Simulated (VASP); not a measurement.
# BaTiO3 (Pm-3m) in VASP: further runs

BaTiO3 is run at these levels: r2SCAN; tasks: single point.

Program: VASP 6.6.1. These are calculated values, not measurements. Logs are shortened: lines on timing, memory, paths and dates and some standing lists are left out, and cuts for length are marked.

## (1) The cell of the first run

The structure is cubic, space group Pm-3m (No. 221). Conventional cell: a = 3.913 Å, b = 3.913 Å, c = 3.913 Å, α = 90.00°, β = 90.00°, γ = 90.00°. Within 3.6 Å of Ba (site symmetry m-3m) lie 12 O at 2.77 Å and 8 Ti at 3.39 Å. Ti (site symmetry m-3m) has 6 O at 1.96 Å within 2.6 Å. O (site symmetry 4/mmm) has 2 Ti at 1.96 Å within 2.6 Å.

## (2) Single point, r2SCAN (volume changed by -6%)

POSCAR

```
BaTiO3
1.0
    3.9125609143      0.0000000000      0.0000000000
    0.0000000000      3.9125609143      0.0000000000
    0.0000000000      0.0000000000      3.9125609143
Ba Ti O
1 1 3
Direct
    0.5000000000      0.5000000000      0.5000000000
    0.0000000000      0.0000000000      0.0000000000
    0.5000000000      0.0000000000      0.0000000000
    0.0000000000      0.5000000000      0.0000000000
    0.0000000000      0.0000000000      0.5000000000
```

INCAR.step1

```
SYSTEM = BaTiO3
PREC     = Accurate       ! precision mode
ENCUT    = 520            ! plane-wave cutoff, eV
ISMEAR   = 0              ! smearing method
SIGMA    = 0.01           ! smearing width, eV
LREAL    = .FALSE.        ! projectors in reciprocal space
LASPH    = .TRUE.         ! aspherical terms in the spheres
NELM     = 60             ! most SCF steps
NBANDS   = 28             ! bands
GGA      = PE             ! functional
ALGO     = Normal         ! electronic algorithm
EDIFF    = 1E-4           ! SCF threshold, eV
LWAVE    = .TRUE.         ! write WAVECAR
LCHARG   = .FALSE.        ! write CHGCAR
```

INCAR.step2

```
SYSTEM = BaTiO3
PREC     = Accurate       ! precision mode
ENCUT    = 520            ! plane-wave cutoff, eV
EDIFF    = 1E-6           ! SCF threshold, eV
ISMEAR   = 0              ! smearing method
SIGMA    = 0.01           ! smearing width, eV
LREAL    = .FALSE.        ! projectors in reciprocal space
LASPH    = .TRUE.         ! aspherical terms in the spheres
NELM     = 60             ! most SCF steps
ALGO     = Normal         ! electronic algorithm
ISIF     = 2              ! what is computed and relaxed
LWAVE    = .FALSE.        ! write WAVECAR
LCHARG   = .FALSE.        ! write CHGCAR
METAGGA  = R2SCAN         ! meta-GGA
LMIXTAU  = .TRUE.       
NBANDS   = 28             ! bands
ISTART   = 1
```

KPOINTS

```
Automatic mesh
0
G
  6 6 6
  0 0 0
```

Potentials or basis: VASP PAW PBE potentials, release 64 (Ba_sv, Ti_sv, O).

Run with:

```bash
$ cat potpaw_PBE.64/Ba_sv/POTCAR potpaw_PBE.64/Ti_sv/POTCAR potpaw_PBE.64/O/POTCAR > POTCAR
$ cp INCAR.step1 INCAR
$ mpirun -np 1 vasp_std > vasp.out
$ cp INCAR.step2 INCAR
$ mpirun -np 1 vasp_std > vasp.out
```

OUTCAR:

```text
SYSTEM = BaTiO3
   PREC = Accurate
   ENCUT = 520
   EDIFF = 1E-6
   ISMEAR = 0
   LREAL = .FALSE.
   LASPH = .TRUE.
   NELM = 60
   ISIF = 2
   METAGGA = R2SCAN
   ISTART = 1

 ion  position               nearest neighbor table
   1  0.500  0.500  0.500-   3 2.77   4 2.77   5 2.77   3 2.77   4 2.77   3 2.77   5 2.77   3 2.77
                             4 2.77   5 2.77   4 2.77   5 2.77   2 3.39   2 3.39   2 3.39   2 3.39
   2  0.000  0.000  0.000-   3 1.96   4 1.96   5 1.96   5 1.96   4 1.96   3 1.96   1 3.39   1 3.39
                             1 3.39   1 3.39   1 3.39   1 3.39   1 3.39   1 3.39
   3  0.500  0.000  0.000-   2 1.96   2 1.96   1 2.77   1 2.77   1 2.77   1 2.77
   4  0.000  0.500  0.000-   2 1.96   2 1.96   1 2.77   1 2.77   1 2.77   1 2.77
   5  0.000  0.000  0.500-   2 1.96   2 1.96   1 2.77   1 2.77   1 2.77   1 2.77

  LATTYP: Found a simple cubic cell.
 ALAT       =     3.9125609143

  Lattice vectors:

 A1 = (   3.9125609143,   0.0000000000,   0.0000000000)
 A2 = (   0.0000000000,   3.9125609143,   0.0000000000)
 A3 = (   0.0000000000,   0.0000000000,   3.9125609143)

Analysis of symmetry for initial positions (statically):
=====================================================================
 Subroutine PRICEL returns:
 Original cell was already a primitive cell.

 Routine SETGRP: Setting up the symmetry group for a
 simple cubic supercell.

 Subroutine GETGRP returns: Found 48 space group operations
 (whereof 48 operations were pure point group operations)
 out of a pool of 48 trial point group operations.

The static configuration has the point symmetry O_h .

Analysis of symmetry for dynamics (positions and initial velocities):
=====================================================================
 Subroutine PRICEL returns:
 Original cell was already a primitive cell.

 Routine SETGRP: Setting up the symmetry group for a
 simple cubic supercell.

 Subroutine GETGRP returns: Found 48 space group operations
 (whereof 48 operations were pure point group operations)
 out of a pool of 48 trial point group operations.

The dynamic configuration has the point symmetry O_h .

 Subroutine INISYM returns: Found 48 space group operations
 (whereof 48 operations are pure point group operations),
 and found     1 'primitive' translations

----------------------------------------------------------------------------------------

                                     Primitive cell

  volume of cell :      59.8940

  direct lattice vectors                    reciprocal lattice vectors
     3.912560914  0.000000000  0.000000000     0.255587075  0.000000000  0.000000000
     0.000000000  3.912560914  0.000000000     0.000000000  0.255587075  0.000000000
     0.000000000  0.000000000  3.912560914     0.000000000  0.000000000  0.255587075

  length of vectors
     3.912560914  3.912560914  3.912560914     0.255587075  0.255587075  0.255587075

  position of ions in fractional coordinates (direct lattice)
     0.500000000  0.500000000  0.500000000
     0.000000000  0.000000000  0.000000000
     0.500000000  0.000000000  0.000000000
     0.000000000  0.500000000  0.000000000
     0.000000000  0.000000000  0.500000000

  ion indices of the primitive-cell ions
   primitive index   ion index
                 1           1
                 2           2
                 3           3
                 4           4
                 5           5

----------------------------------------------------------------------------------------

 KPOINTS: Automatic mesh

Automatic generation of k-mesh.
 Grid dimensions read from file:
 generate k-points for:    6    6    6

 Generating k-lattice:

  Cartesian coordinates                     Fractional coordinates (reciprocal lattice)
     0.042597846  0.000000000  0.000000000     0.166666667  0.000000000  0.000000000
     0.000000000  0.042597846  0.000000000     0.000000000  0.166666667  0.000000000
     0.000000000  0.000000000  0.042597846     0.000000000  0.000000000  0.166666667

  Length of vectors
     0.042597846  0.042597846  0.042597846

  Shift w.r.t. Gamma in fractional coordinates (k-lattice)
     0.000000000  0.000000000  0.000000000

 Subroutine IBZKPT returns following result:
 ===========================================

 Found     20 irreducible k-points:

 Following reciprocal coordinates:
            Coordinates               Weight
  0.000000  0.000000  0.000000      1.000000
  0.166667  0.000000  0.000000      6.000000
  0.333333  0.000000  0.000000      6.000000
  0.500000  0.000000  0.000000      3.000000
  0.166667  0.166667  0.000000     12.000000
  0.333333  0.166667  0.000000     24.000000
[... 12 lines left out ...]
  0.500000  0.500000  0.333333      6.000000
  0.500000  0.500000  0.500000      1.000000
   k-points           NKPTS =     20   k-points in BZ     NKDIM =     20   number of bands    NBANDS=     28
   number of dos      NEDOS =    301   number of ions     NIONS =      5
   total plane-waves  NPLWV =  27000
   dimension x,y,z NGX =    30 NGY =   30 NGZ =   30
   dimension x,y,z NGXF=    60 NGYF=   60 NGZF=   60
   ions per type =               1   1   3
   NGX,Y,Z   is equivalent  to a cutoff of  12.75, 12.75, 12.75 a.u.
   NGXF,Y,Z  is equivalent  to a cutoff of  25.49, 25.49, 25.49 a.u.
 SYSTEM =  BaTiO3
   PREC   = accura    normal or accurate (medium, high low for compatibility)
   ISTART =      1    job   : 0-new  1-cont  2-samecut
   ICHARG =      0    charge: 1-file 2-atom 10-const
   ISPIN  =      1    spin polarized calculation?
   LNONCOLLINEAR =      F non collinear calculations
   LSORBIT =      F    spin-orbit coupling
   LASPH  =      T    aspherical Exc in radial PAW
   ENCUT  =  520.0 eV  38.22 Ry    6.18 a.u.   7.27  7.27  7.27*2*pi/ulx,y,z
   NELM   =     60;   NELMIN=  2; NELMDL=  0     # of ELM steps
   EDIFF  = 0.1E-05   stopping-criterion for ELM
   LREAL  =      F    real-space projection
   EDIFFG = 0.1E-04   stopping-criterion for IOM
   NSW    =      0    number of steps for IOM
   IBRION =     -1    ionic relax: 0-MD 1-quasi-New 2-CG
   NFREE  =      0    steps in history (QN), initial steepest desc. (CG)
   ISIF   =      2    stress and relaxation
   ISYM   =      2    0-nonsym 1-usesym 2-fastsym
   POTIM  = 0.5000    time-step for ionic-motion
   TEBEG  =    0.0;   TEEND  =   0.0 temperature during run
   PSTRESS=    0.0 pullay stress
   NELECT =      40.0000    total number of electrons
   NUPDOWN=      -1.0000    fix difference up-down
   EMIN   =  10.00;   EMAX   =-10.00  energy-range for DOS
   EFERMI =   0.00;   METHOD = LEGACY
   ISMEAR =     0;   SIGMA  =   0.01  broadening in eV -4-tet -1-fermi 0-gaus
   EFERMI_NEDOS =   21; number of points for ismear=-14 and -15
   IALGO  =     38    algorithm
   IMIX   =      4    mixing-type and parameters
     AMIX     =   0.40;   BMIX     =  1.00
     AMIX_MAG =   1.60;   BMIX_MAG =  1.00
  volume/ion in A,a.u.               =      11.98        80.84
  Fermi-wavevector in a.u.,A,eV,Ry     =   1.430981  2.704161 27.860721  2.047705
  Thomas-Fermi vector in A             =   2.550767
   LORBIT       =      0    0 simple, 1 ext, 2 COOP (PROOUT), +10 PAW based schemes
   METAGGA = R2SCAN    functional components
   LHFCALC =     F    Hartree Fock is set to
   AEXX    =    0.0000 exact exchange contribution
   IVDW    =     0    specifies the selected vdW correction
   LEPSILON=     F    determine dielectric tensor
   LRPA    =     F    only Hartree local field effects (RPA)
 non-spin polarized calculation
 Gauss-broadening in eV      SIGMA  =   0.01
  energy-cutoff  :      520.00
  volume of cell :       59.89
 maximum number of plane-waves:      1640
 NGX is ok and might be reduce to    30
   NGX = 15   NGY = 15   NGZ = 15

 number of electron      40.0000002 magnetization

 Free energy of the ion-electron system (eV)
  ---------------------------------------------------
  ext. energy  EPLUGINS =         0.00000000
  ---------------------------------------------------
  free energy    TOTEN  =       -74.02669539 eV

  energy without entropy =      -74.02669539  energy(sigma->0) =      -74.02669539

 E-fermi :   4.2040     XC(G=0): -12.3120

 val. band max:        4.0750662737   @ k =   0.5000   0.5000   0.5000
 cond. band min:       6.3676211311   @ k =   0.0000   0.0000   0.0000
 fundamental gap:      2.2925548574
 Fermi energy:         4.2039878134

 k-point     1 :       0.0000    0.0000    0.0000
  band No.  band energies     occupation
      1     -54.4819      2.00000
      2     -29.6850      2.00000
      3     -29.6850      2.00000
      4     -29.6850      2.00000
      5     -21.2593      2.00000
      6     -13.9225      2.00000
[... 20 lines left out ...]
     27       9.7707      0.00000
     28      13.2219      0.00000

 k-point     2 :       0.1667    0.0000    0.0000
  band No.  band energies     occupation
      1     -54.4815      2.00000
      2     -29.7058      2.00000
      3     -29.6843      2.00000
      4     -29.6843      2.00000
      5     -21.2135      2.00000
      6     -13.9728      2.00000
[... 20 lines left out ...]
     27      10.3729      0.00000
     28      13.8237      0.00000

 k-point     3 :       0.3333    0.0000    0.0000
  band No.  band energies     occupation
      1     -54.4807      2.00000
      2     -29.7467      2.00000
      3     -29.6828      2.00000
      4     -29.6828      2.00000
      5     -21.1188      2.00000
      6     -14.1816      2.00000
[... 20 lines left out ...]
     27      11.8020      0.00000
     28      13.3592      0.00000

 k-point     4 :       0.5000    0.0000    0.0000
  band No.  band energies     occupation
      1     -54.4803      2.00000
      2     -29.7671      2.00000
      3     -29.6821      2.00000
      4     -29.6821      2.00000
      5     -21.0698      2.00000
      6     -14.3049      2.00000
[... 454 lines left out ...]
     27      12.8751      0.00000
     28      12.9536      0.00000

 k-point    19 :       0.5000    0.5000    0.3333
  band No.  band energies     occupation
      1     -54.4774      2.00000
      2     -29.7590      2.00000
      3     -29.7590      2.00000
      4     -29.7385      2.00000
      5     -20.8903      2.00000
      6     -13.1697      2.00000
[... 20 lines left out ...]
     27      12.5365      0.00000
     28      12.9768      0.00000

 k-point    20 :       0.5000    0.5000    0.5000
  band No.  band energies     occupation
      1     -54.4770      2.00000
      2     -29.7581      2.00000
      3     -29.7581      2.00000
      4     -29.7580      2.00000
      5     -20.8670      2.00000
      6     -12.9845      2.00000
[... 20 lines left out ...]
     27      12.9770      0.00000
     28      12.9770      0.00000

------------------------ aborting loop because EDIFF is reached ----------------------------------------

  FORCE on cell =-STRESS in cart. coord.  units (eV):
  Direction    XX          YY          ZZ          XY          YZ          ZX
  --------------------------------------------------------------------------------------
  -------------------------------------------------------------------------------------
  Total        5.7347821      5.7347821      5.7347821      0.0000000      0.0000000     -0.0000000
  in kB      153.4066420    153.4066420    153.4066420      0.0000000      0.0000000     -0.0000000
  external PRESSURE =     153.4066420 kB  Pullay stress =       0.0000000 kB

 VOLUME and BASIS-vectors are now :
 -----------------------------------------------------------------------------
  energy-cutoff  :      520.00
  volume of cell :       59.89
      direct lattice vectors                 reciprocal lattice vectors
     3.912560914  0.000000000  0.000000000     0.255587075  0.000000000  0.000000000
     0.000000000  3.912560914  0.000000000     0.000000000  0.255587075  0.000000000
     0.000000000  0.000000000  3.912560914     0.000000000  0.000000000  0.255587075

 POSITION                                       TOTAL-FORCE (eV/Angst)
 -----------------------------------------------------------------------------------
      1.95628      1.95628      1.95628         0.000000      0.000000      0.000000
      0.00000      0.00000      0.00000         0.000000      0.000000      0.000000
      1.95628      0.00000      0.00000         0.000000      0.000000      0.000000
      0.00000      1.95628      0.00000         0.000000      0.000000      0.000000
      0.00000      0.00000      1.95628         0.000000      0.000000      0.000000
 -----------------------------------------------------------------------------------
    total drift:                               -0.000000     -0.000000      0.000000

  FREE ENERGIE OF THE ION-ELECTRON SYSTEM (eV)
  ---------------------------------------------------
  free  energy   TOTEN  =       -74.0266953883 eV

  energy  without entropy=      -74.0266953883  energy(sigma->0) =      -74.02669539
```

Wall time 2.5 min (1 thread of AMD EPYC 7R43 (Zen 3), shared host); peak memory 0.16 GiB.

Results:

| Property | Result |
| --- | --- |
| Free energy | -74.0267 eV |
| Pressure | 15.3 GPa |
| Band gap on the k mesh | 2.29 eV, indirect (least direct gap 2.38 eV) |

Caveat: the cell differs from its parent crystal (volume changed by -6%); the PAW data sets were made with another functional, which shifts forces and pressure a little; spin-orbit coupling is left out, which moves the levels of the heavy elements.

## (3) Single point, r2SCAN (volume changed by -3%)

POSCAR, as its differences from that of step 2:

```diff
@@ -2,5 +2,5 @@
 1.0
-    3.9125609143      0.0000000000      0.0000000000
-    0.0000000000      3.9125609143      0.0000000000
-    0.0000000000      0.0000000000      3.9125609143
+    3.9537487928      0.0000000000      0.0000000000
+    0.0000000000      3.9537487928      0.0000000000
+    0.0000000000      0.0000000000      3.9537487928
 Ba Ti O
```

INCAR.step1

```
ALGO = Normal
EDIFF = 1E-4
ENCUT = 520
GGA = PE
ISMEAR = 0
LASPH = T
LCHARG = F
LREAL = F
LWAVE = T
NBANDS = 28
NELM = 80
PREC = Accurate
SIGMA = 0.01
```

INCAR.step2

```
ALGO = Normal
EDIFF = 1E-6
ENCUT = 520
ISIF = 2
ISMEAR = 0
ISTART = 1
LASPH = T
LCHARG = F
LMIXTAU = T
LREAL = F
LWAVE = F
METAGGA = R2SCAN
NBANDS = 28
NELM = 80
PREC = Accurate
SIGMA = 0.01
```

KPOINTS

```
k-points
0
Gamma
  6 6 6
```

Potentials or basis: VASP PAW PBE potentials, release 64 (Ba_sv, Ti_sv, O).

Run with:

```bash
$ cat potpaw_PBE.64/Ba_sv/POTCAR potpaw_PBE.64/Ti_sv/POTCAR potpaw_PBE.64/O/POTCAR > POTCAR
$ cp INCAR.step1 INCAR
$ mpirun -np 1 vasp_std > vasp.out
$ cp INCAR.step2 INCAR
$ mpirun -np 1 vasp_std > vasp.out
```

It took 2.7 min on 1 thread of AMD EPYC 7R43 (Zen 3), shared host; peak memory 0.16 GiB.

Results (log left out):

- Free energy: -74.1681 eV
- Pressure: 8.1 GPa
- Band gap on the k mesh: 2.22 eV, indirect (least direct gap 2.34 eV)

Levels at points of the mesh, in eV from the valence-band top:
| k point | band 16 | band 17 | band 18 | band 19 | band 20 | band 21 | band 22 | band 23 | band 24 | band 25 |
| --- | --- | --- | --- | --- | --- | --- | --- | --- | --- | --- |
| (0.00, 0.00, 0.00) | -1.19 | -1.19 | -0.12 | -0.12 | -0.12 | 2.22 | 2.22 | 2.22 | 4.44 | 4.44 |
| (0.50, 0.00, 0.00) | -1.99 | -1.87 | -1.87 | -0.75 | -0.75 | 2.39 | 4.05 | 4.05 | 4.45 | 6.68 |
| (0.50, 0.50, 0.00) | -2.82 | -1.77 | -0.86 | -0.86 | -0.09 | 4.06 | 4.06 | 4.52 | 5.41 | 8.52 |
| (0.50, 0.50, 0.50) | -2.40 | -2.40 | 0.00 | 0.00 | 0.00 | 4.79 | 4.79 | 4.79 | 7.59 | 7.59 |

Caveat: the cell differs from its parent crystal (volume changed by -3%); the PAW data sets were made with another functional, which shifts forces and pressure a little; spin-orbit coupling is left out, which moves the levels of the heavy elements. A k mesh can miss the band edges.

## (4) Single point, r2SCAN

This run uses another cell than the first one, of 12.74 Å³/atom, 1.064 times its volume.

POSCAR, as its differences from that of step 3:

```diff
@@ -2,5 +2,5 @@
 1.0
-    3.9537487928      0.0000000000      0.0000000000
-    0.0000000000      3.9537487928      0.0000000000
-    0.0000000000      0.0000000000      3.9537487928
+    3.9940959549      0.0000000000      0.0000000000
+    0.0000000000      3.9940959549      0.0000000000
+    0.0000000000      0.0000000000      3.9940959549
 Ba Ti O
```

INCAR.step1

```
SYSTEM = BaTiO3
ALGO = Normal
EDIFF = 1E-4
ENCUT = 520
GGA = PE
ISMEAR = 0
LASPH = .TRUE.
LCHARG = .FALSE.
LREAL = .FALSE.
LWAVE = .TRUE.
NBANDS = 28
NELM = 80
PREC = Accurate
SIGMA = 0.01
```

INCAR.step2

```
SYSTEM = BaTiO3
ALGO = Normal
EDIFF = 1E-6
ENCUT = 520
ISIF = 2
ISMEAR = 0
ISTART = 1
LASPH = .TRUE.
LCHARG = .TRUE.
LELF = .TRUE.
LMIXTAU = .TRUE.
LREAL = .FALSE.
LVHAR = .TRUE.
LWAVE = .FALSE.
METAGGA = R2SCAN
NBANDS = 28
NELM = 80
PREC = Accurate
SIGMA = 0.01
```

KPOINTS

```
k-points
0
G
  6 6 6
  0 0 0
```

Run with:

```bash
$ cat potpaw_PBE.64/Ba_sv/POTCAR potpaw_PBE.64/Ti_sv/POTCAR potpaw_PBE.64/O/POTCAR > POTCAR
$ cp INCAR.step1 INCAR
$ mpirun -np 1 vasp_std > vasp.out
$ cp INCAR.step2 INCAR
$ mpirun -np 1 vasp_std > vasp.out
```

Run time: 2.9 min. Hardware: 1 thread of AMD EPYC 7R43 (Zen 3), shared host; peak memory 0.16 GiB.

The run converged. Its results:

```
Free energy            : -74.2299 eV
Pressure               : 2.0 GPa
Band gap on the k mesh : 2.15 eV, indirect (least direct gap 2.30 eV)
```

Levels at points of the mesh, in eV from the valence-band top:
```
           k point  band 17  band 18  band 19  band 20  band 21  band 22  band 23  band 24
(0.00, 0.00, 0.00)    -1.13    -0.15    -0.15    -0.15     2.15     2.15     2.15     4.21
(0.50, 0.00, 0.00)    -1.83    -1.83    -0.75    -0.75     2.30     3.88     3.88     4.22
(0.50, 0.50, 0.00)    -1.78    -0.88    -0.88    -0.09     3.89     3.89     4.34     5.14
(0.50, 0.50, 0.50)    -2.42     0.00     0.00     0.00     4.58     4.58     4.58     7.44
```

Caveat: the PAW data sets were made with another functional, which shifts forces and pressure a little; spin-orbit coupling is left out, which moves the levels of the heavy elements. A k mesh can miss the band edges.

(Part 1 of 2 ends here.)
